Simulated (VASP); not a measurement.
# As (P-1) in VASP: further runs

The runs below take As through single point, with HSE06, PBE-based screened hybrid.

All numbers are computed with VASP 6.6.1; they aren't measurements. Logs are shortened: lines on timing, memory, paths and dates and some standing lists are left out, and cuts for length are marked.

### 1 The cell of the first run

The typed cell holds 1 atom: a = 2.999 Å, b = 2.598 Å, c = 2.582 Å, α = 78.73°, β = 76.84°, γ = 93.49°.

### 2 Single point, HSE06

POSCAR

```
As
1.0
    2.9794804000     -0.1006165900      0.3237709600
   -0.1006165900      2.5830128800      0.2618843200
    0.3237709600      0.2618843200      2.5485519600
As
1
Direct
    0.5000000000      0.5000000000      0.5000000000
```

INCAR.step1

```
  PREC = Accurate
  ENCUT = 520
  EDIFF = 1E-5
  ISMEAR = 0
  SIGMA = 0.05
  LREAL = False
  LASPH = True
  NELM = 60
  ALGO = Normal
  ISIF = 2
  LWAVE = True
  NBANDS = 8
  GGA = PE
```

INCAR.step2

```
  PREC = Accurate
  ENCUT = 520
  EDIFF = 1E-6
  ISMEAR = 0
  SIGMA = 0.05
  LREAL = False
  LASPH = True
  NELM = 60
  ALGO = Normal
  ISIF = 2
  LWAVE = False
  LCHARG = True
  GGA = PE
  LHFCALC = True
  HFSCREEN = 0.2079
  PRECFOCK = Normal
  LELF = True
  LVHAR = True
  NBANDS = 8
  ISTART = 1
```

KPOINTS

```
regular mesh
0
Gamma
  5 5 6
```

Potentials or basis: VASP PAW PBE potentials, release 64 (As).

Command:

```
cat potpaw_PBE.64/As/POTCAR > POTCAR
cp INCAR.step1 INCAR
mpirun -np 1 vasp_std > vasp.out
cp INCAR.step2 INCAR
mpirun -np 1 vasp_std > vasp.out
```

OUTCAR:

```text
PREC = Accurate
   ENCUT = 520
   EDIFF = 1E-6
   ISMEAR = 0
   LREAL = False
   LASPH = True
   NELM = 60
   ISIF = 2
   GGA = PE
   LHFCALC = True
   HFSCREEN = 0.2079
   PRECFOCK = Normal
   ISTART = 1

 ion  position               nearest neighbor table
   1  0.500  0.500  0.500-

  LATTYP: Found a triclinic cell.
 ALAT       =     5.6561247992
 B/A-ratio  =     0.6800035884
 C/A-ratio  =     0.9385301920
 COS(alpha) =     0.0061830983
 COS(beta)  =     0.5422128882
 COS(gamma) =     0.8271459042

  Lattice vectors:

 A1 = (   2.4544762600,   4.8035248500,  -1.7010123600)
 A2 = (   2.8788638100,   2.4823962900,   0.5856552800)
 A3 = (  -0.7481585100,   2.0592442400,  -4.8352196000)

Analysis of symmetry for initial positions (statically):
=====================================================================
 Subroutine PRICEL returns:
 Original cell was already a primitive cell.

 Routine SETGRP: Setting up the symmetry group for a
 triclinic supercell.

 Subroutine GETGRP returns: Found  2 space group operations
 (whereof  2 operations were pure point group operations)
 out of a pool of  2 trial point group operations.

The static configuration has the point symmetry S_2 .

Analysis of symmetry for dynamics (positions and initial velocities):
=====================================================================
 Subroutine PRICEL returns:
 Original cell was already a primitive cell.

 Routine SETGRP: Setting up the symmetry group for a
 triclinic supercell.

 Subroutine GETGRP returns: Found  2 space group operations
 (whereof  2 operations were pure point group operations)
 out of a pool of  2 trial point group operations.

The dynamic configuration has the point symmetry S_2 .

 Subroutine INISYM returns: Found  2 space group operations
 (whereof  2 operations are pure point group operations),
 and found     1 'primitive' translations

----------------------------------------------------------------------------------------

                                     Primitive cell

  volume of cell :      19.0958

  direct lattice vectors                    reciprocal lattice vectors
     2.979480400 -0.100616590  0.323770960     0.341141460  0.017868729 -0.045175158
    -0.100616590  2.583012880  0.261884320     0.017868729  0.392156622 -0.042567327
     0.323770960  0.261884320  2.548551960    -0.045175158 -0.042567327  0.402492920

  length of vectors
     2.998708853  2.598203732  2.582349342     0.344583201  0.394864642  0.407250934

  position of ions in fractional coordinates (direct lattice)
     0.500000000  0.500000000  0.500000000

  ion indices of the primitive-cell ions
   primitive index   ion index
                 1           1

----------------------------------------------------------------------------------------

 KPOINTS: regular mesh

Automatic generation of k-mesh.
 Grid dimensions read from file:
 generate k-points for:    5    5    6

 Generating k-lattice:

  Cartesian coordinates                     Fractional coordinates (reciprocal lattice)
     0.068228292  0.003573746 -0.009035032     0.200000000  0.000000000 -0.000000000
     0.003573746  0.078431324 -0.008513465     0.000000000  0.200000000  0.000000000
    -0.007529193 -0.007094555  0.067082153     0.000000000  0.000000000  0.166666667

  Length of vectors
     0.068916640  0.078972928  0.067875156

  Shift w.r.t. Gamma in fractional coordinates (k-lattice)
     0.000000000  0.000000000  0.000000000

 Subroutine IBZKPT returns following result:
 ===========================================

 Found     76 irreducible k-points:

 Following reciprocal coordinates:
            Coordinates               Weight
  0.000000  0.000000  0.000000      1.000000
  0.200000  0.000000  0.000000      2.000000
  0.400000 -0.000000  0.000000      2.000000
 -0.000000  0.200000 -0.000000      2.000000
  0.200000  0.200000  0.000000      2.000000
  0.400000  0.200000  0.000000      2.000000
[... 16 lines left out ...]
 -0.200000  0.200000  0.166667      2.000000
  0.000000  0.400000  0.166667      2.000000
 [... further k-points ...]
   k-points           NKPTS =     76   k-points in BZ     NKDIM =    150   number of bands    NBANDS=      8
   number of dos      NEDOS =    301   number of ions     NIONS =      1
   total plane-waves  NPLWV =   9600
   dimension x,y,z NGX =    24 NGY =   20 NGZ =   20
   dimension x,y,z NGXF=    48 NGYF=   40 NGZF=   40
   ions per type =               1
   NGX,Y,Z   is equivalent  to a cutoff of  13.31, 12.80, 12.88 a.u.
   NGXF,Y,Z  is equivalent  to a cutoff of  26.61, 25.59, 25.75 a.u.
 SYSTEM =  unknown system
   PREC   = accura    normal or accurate (medium, high low for compatibility)
   ISTART =      1    job   : 0-new  1-cont  2-samecut
   ICHARG =      0    charge: 1-file 2-atom 10-const
   ISPIN  =      1    spin polarized calculation?
   LNONCOLLINEAR =      F non collinear calculations
   LSORBIT =      F    spin-orbit coupling
   LASPH  =      T    aspherical Exc in radial PAW
   ENCUT  =  520.0 eV  38.22 Ry    6.18 a.u.   5.58  4.83  4.80*2*pi/ulx,y,z
   NELM   =     60;   NELMIN=  2; NELMDL=  0     # of ELM steps
   EDIFF  = 0.1E-05   stopping-criterion for ELM
   LREAL  =      F    real-space projection
   EDIFFG = 0.1E-04   stopping-criterion for IOM
   NSW    =      0    number of steps for IOM
   IBRION =     -1    ionic relax: 0-MD 1-quasi-New 2-CG
   NFREE  =      0    steps in history (QN), initial steepest desc. (CG)
   ISIF   =      2    stress and relaxation
   ISYM   =      3    0-nonsym 1-usesym 2-fastsym
   POTIM  = 0.5000    time-step for ionic-motion
   TEBEG  =    0.0;   TEEND  =   0.0 temperature during run
   PSTRESS=    0.0 pullay stress
   NELECT =       5.0000    total number of electrons
   NUPDOWN=      -1.0000    fix difference up-down
   EMIN   =  10.00;   EMAX   =-10.00  energy-range for DOS
   EFERMI =   0.00;   METHOD = LEGACY
   ISMEAR =     0;   SIGMA  =   0.05  broadening in eV -4-tet -1-fermi 0-gaus
   EFERMI_NEDOS =   21; number of points for ismear=-14 and -15
   IALGO  =     38    algorithm
   IMIX   =      1    mixing-type and parameters
     AMIX     =   0.40;   BMIX     =  1.00
     AMIX_MAG =   1.60;   BMIX_MAG =  1.00
  volume/ion in A,a.u.               =      19.10       128.86
  Fermi-wavevector in a.u.,A,eV,Ry     =   1.047335  1.979177 14.924385  1.096911
  Thomas-Fermi vector in A             =   2.182211
   LORBIT       =      0    0 simple, 1 ext, 2 COOP (PROOUT), +10 PAW based schemes
   GGA     = PE    functional components
   LHFCALC =     T    Hartree Fock is set to
   PRECFOCK=normal    Normal, Fast or Accurate (Low or Medium for compatibility)
   ENCUT4O =  -1.0   cutoff for four orbital integrals eV
   NKREDX  =     1    reduce k-point grid by
   NKREDY  =     1    reduce k-point grid by
   NKREDZ  =     1    reduce k-point grid by
   AEXX    =    0.2500 exact exchange contribution
   HFSCREEN=    0.2079 screening length (either q_TF or 0.3 A-1)
   HFSCREENC=   0.2079 screening length for correlation (either q_TF or 0.3 A-1)
   ENCUTFOCK=  -1.0 apply spherical cutoff to Coloumb kernel
   IVDW    =     0    specifies the selected vdW correction
   LEPSILON=     F    determine dielectric tensor
   LRPA    =     F    only Hartree local field effects (RPA)
 non-spin polarized calculation
 Gauss-broadening in eV      SIGMA  =   0.05
  energy-cutoff  :      520.00
  volume of cell :       19.10
 maximum number of plane-waves:       526
 NGX is ok and might be reduce to    24
  NGX = 18; NGY = 16; NGZ = 16

 number of electron       5.0000000 magnetization

 Free energy of the ion-electron system (eV)
  ---------------------------------------------------
  ext. energy  EPLUGINS =         0.00000000
  ---------------------------------------------------
  free energy    TOTEN  =        -5.15671859 eV

  energy without entropy =       -5.15671732  energy(sigma->0) =       -5.15671796

 E-fermi :   6.3736     XC(G=0):  -8.8073

 val. band max:        6.2429049440   @ k =   0.2000   0.2000   0.0000
 cond. band min:       6.5005076437   @ k =   0.0000  -0.2000   0.3333
 fundamental gap:      0.2576026997
 Fermi energy:         6.3735757569

 k-point     1 :       0.0000    0.0000    0.0000
  band No.  band energies     occupation
      1     -10.9934      2.00000
      2       7.8948      0.00000
      3      12.7302      0.00000
      4      13.3353      0.00000
      5      14.3517      0.00000
      6      17.3157      0.00000
      7      20.2831      0.00000
      8      27.0910      0.00000

 k-point     2 :       0.2000    0.0000    0.0000
  band No.  band energies     occupation
      1     -10.3924      2.00000
      2       3.3877      2.00000
      3      12.8997      0.00000
      4      14.2720      0.00000
      5      17.7216      0.00000
      6      18.6228      0.00000
      7      21.1131      0.00000
      8      24.5788      0.00000

 k-point     3 :       0.4000   -0.0000    0.0000
  band No.  band energies     occupation
      1      -9.0116      2.00000
      2      -1.0084      2.00000
      3      13.1864      0.00000
      4      14.5561      0.00000
      5      17.8472      0.00000
      6      20.5999      0.00000
      7      23.9207      0.00000
      8      25.8301      0.00000

 k-point     4 :      -0.0000    0.2000   -0.0000
  band No.  band energies     occupation
      1     -10.0264      2.00000
      2       6.1859      2.00000
      3       8.6674      0.00000
      4      14.1513      0.00000
      5      14.4403      0.00000
      6      20.4548      0.00000
      7      23.0236      0.00000
      8      25.2181      0.00000

 k-point     5 :       0.2000    0.2000    0.0000
  band No.  band energies     occupation
      1      -9.2967      2.00000
      2       3.7202      2.00000
      3       6.2429      1.99978
      4      13.6273      0.00000
      5      19.9998      0.00000
      6      21.2003      0.00000
      7      23.5985      0.00000
      8      25.7357      0.00000

 k-point     6 :       0.4000    0.2000    0.0000
  band No.  band energies     occupation
      1      -7.9233      2.00000
      2      -0.3362      2.00000
      3       7.3340      0.00000
      4      13.7099      0.00000
      5      17.9830      0.00000
      6      20.2369      0.00000
      7      25.8710      0.00000
      8      27.4600      0.00000

 k-point     7 :      -0.4000    0.2000   -0.0000
  band No.  band energies     occupation
      1      -8.1991      2.00000
      2       0.2863      2.00000
      3       8.2083      0.00000
      4      14.2421      0.00000
      5      15.9266      0.00000
      6      19.7972      0.00000
      7      24.8448      0.00000
      8      24.9651      0.00000
[... 133 lines left out ...]
 k-point    20 :       0.2000    0.2000    0.1667
  band No.  band energies     occupation
      1      -9.1636      2.00000
      2       5.2978      2.00000
      3       7.7434      0.00000
      4      11.8406      0.00000
      5      18.4163      0.00000
      6      19.9890      0.00000
      7      20.8084      0.00000
      8      23.5090      0.00000

 k-point    21 :       0.4000    0.2000    0.1667
  band No.  band energies     occupation
      1      -7.8066      2.00000
      2       0.6848      2.00000
      3       8.4518      0.00000
      4      11.4972      0.00000
      5      19.6496      0.00000
      6      20.0988      0.00000
      7      22.1617      0.00000
      8      23.5132      0.00000

 k-point    22 :      -0.4000    0.2000    0.1667
  band No.  band energies     occupation
      1      -7.5340      2.00000
      2       0.0812      2.00000
      3       8.9838      0.00000
      4      10.8666      0.00000
      5      17.6843      0.00000
      6      19.8073      0.00000
      7      23.6848      0.00000
      8      24.8102      0.00000

 k-point    23 :      -0.2000    0.2000    0.1667
  band No.  band energies     occupation
      1      -8.9034      2.00000
      2       4.1146      2.00000
      3       8.6641      0.00000
      4      10.3890      0.00000
      5      18.3364      0.00000
      6      19.4007      0.00000
      7      21.5897      0.00000
      8      24.0621      0.00000

 k-point    24 :       0.0000    0.4000    0.1667
  band No.  band energies     occupation
      1      -7.1787      2.00000
      2       0.9897      2.00000
      3      10.5622      0.00000
      4      11.4094      0.00000
      5      17.1558      0.00000
      6      17.5125      0.00000
      7      19.4815      0.00000
      8      23.7962      0.00000

 [... further k-points ...]
[... 5 lines left out ...]
  --------------------------------------------------------------------------------------
  -------------------------------------------------------------------------------------
  Total       -0.8454681      0.8539326      1.0826088     -0.1988746     -1.1462543     -0.2372936
  in kB      -70.9366377     71.6468263     90.8332694    -16.6860201    -96.1732670    -19.9094558
  external PRESSURE =      30.5144860 kB  Pullay stress =       0.0000000 kB

 VOLUME and BASIS-vectors are now :
 -----------------------------------------------------------------------------
  energy-cutoff  :      520.00
  volume of cell :       19.10
      direct lattice vectors                 reciprocal lattice vectors
     2.979480400 -0.100616590  0.323770960     0.341141460  0.017868729 -0.045175158
    -0.100616590  2.583012880  0.261884320     0.017868729  0.392156622 -0.042567327
     0.323770960  0.261884320  2.548551960    -0.045175158 -0.042567327  0.402492920

 POSITION                                       TOTAL-FORCE (eV/Angst)
 -----------------------------------------------------------------------------------
      1.60132      1.37214      1.56710        -0.000000      0.000000      0.000000
 -----------------------------------------------------------------------------------
    total drift:                               -0.000000     -0.000001      0.000002

  FREE ENERGIE OF THE ION-ELECTRON SYSTEM (eV)
  ---------------------------------------------------
  free  energy   TOTEN  =        -5.1567185877 eV

  energy  without entropy=       -5.1567173229  energy(sigma->0) =       -5.15671796
```

Run time: 7 min. Hardware: 1 thread of Intel Xeon 6975P-C, shared host; peak memory 0.24 GiB.

Results:

```yaml
Free_energy: -5.1567 eV
Pressure: 3.1 GPa
```

Caveat: the k points lie up to 0.50 Å⁻¹ apart; the PAW data sets were made with another functional, which shifts forces and pressure a little.

[end of part 1 of 2]
